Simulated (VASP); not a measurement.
Write the native input for VASP 6.6.1 that does the following.

```yaml
Task: electric field gradients
Functional: r2SCAN
Potentials_or_basis: VASP PAW PBE potentials, release 64 (Sb)
Cutoff: 520 eV
k_mesh: 12 × 12 × 12
Occupations: fermi-dirac, width 0.08 eV
Spin: no spin polarisation
Dipole_correction: no
Further_INCAR_settings: ALGO = Normal; EDIFF = 1e-08; NBANDS = 8
```

Crystal: Sb.

```xyz
1
Lattice="-1.8621 1.8621 1.8901 1.8621 -1.8621 1.8901 1.8621 1.8621 -1.8901" Properties=species:S:1:pos:R:3 pbc="T T T"
Sb    0.0000    0.0000    0.0000
```

This cell differs from its parent crystal: z stretched by +1 % at fixed volume.

One way to write it, as run:

POSCAR

```
Sb
1.0
   -1.8620537774      1.8620537774      1.8900542952
    1.8620537774     -1.8620537774      1.8900542952
    1.8620537774      1.8620537774     -1.8900542952
Sb
1
Direct
    0.0000000000      0.0000000000      0.0000000000
```

INCAR.step1

```
PREC = Accurate
ENCUT = 520
ISMEAR = -1
SIGMA = 0.08
LREAL = False
LASPH = True
NELM = 60
NBANDS = 8
GGA = PE
ALGO = Normal
EDIFF = 1E-4
LWAVE = True
LCHARG = False
```

INCAR.step2

```
PREC = Accurate
ENCUT = 520
EDIFF = 1E-8
ISMEAR = -1
SIGMA = 0.08
LREAL = False
LASPH = True
NELM = 60
ALGO = Normal
ISIF = 2
LWAVE = False
LCHARG = False
METAGGA = R2SCAN
LMIXTAU = True
LEFG = True
NBANDS = 8
ISTART = 1
```

KPOINTS

```
Automatic mesh
0
Gamma
  12 12 12
```

Potentials or basis: VASP PAW PBE potentials, release 64 (Sb).

Command:

```bash
$ cat potpaw_PBE.64/Sb/POTCAR > POTCAR
$ cp INCAR.step1 INCAR
$ mpirun -np 1 vasp_std > vasp.out
$ cp INCAR.step2 INCAR
$ mpirun -np 1 vasp_std > vasp.out
```

It gave:

The pressure is 1.8 GPa, the band gap on the k mesh is zero (an odd number of electrons rules out a gap without spin polarisation) and the largest electric field gradient by atom is Sb -5.4 V/Å².

Caveat: without QUAD_EFG the Cq values of the log hold for a quadrupole moment of 1 mb, not for the nuclei; the PAW data sets were made with another functional, which shifts forces and pressure a little; spin-orbit coupling is left out, which moves the levels of the heavy elements.

Run time: 110 s on 1 thread of Intel Xeon 8259CL, on a shared host, peak memory 0.17 GiB.
